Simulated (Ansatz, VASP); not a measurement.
## Hf2N: VASP beside Ansatz

```xyz
6
Lattice="5.2909 0.0000 0.0000 0.0000 5.2909 0.0000 0.0000 0.0000 3.2352" Properties=species:S:1:pos:R:3 pbc="T T T"
Hf    1.5687    1.5687    0.0000
Hf    3.7221    3.7221    0.0000
Hf    4.2141    1.0767    1.6176
Hf    1.0767    4.2141    1.6176
N     0.0000    0.0000    0.0000
N     2.6454    2.6454    1.6176
```

Alike in both runs: functional PBEsol; k mesh 4 × 4 × 4; occupations gaussian, width 0.1 eV; no spin polarisation.

Ansatz relaxed the structure, and its values are those at the end. VASP's run is a single point on that final structure, the one shown.

```csv
,VASP,Ansatz
version,VASP 6.6.1,Ansatz 0.2.0
potentials or method,"VASP PAW PBE potentials, release 64 (Hf_pv, N), cutoff 520 eV","scalar-relativistic, plane waves, PAW"
valence electrons in the cell,50,114
```

VASP gave:

- gap on the k mesh at the Fermi level (eV): none
- pressure (GPa): -1.0
- rms of the force components (eV/Å): 0.012

Task: Estimate Ansatz's values.

Result: gap on the k mesh at the Fermi level (eV): none; pressure (GPa): 0.0; rms of the force components (eV/Å): 0.005.

VASP's potentials were made for PBE, not for PBEsol. A gap of «none» marks a metal or a gap that the smearing closes. The functional is the same, so the differences come from potentials, cutoffs and numerics. VASP's potentials hold 50 valence electrons a cell and Ansatz's 114, so a difference there can come from the potentials and not from the codes.

The k mesh is coarse, so the values compare programs but aren't converged. Spin-orbit coupling is off throughout.
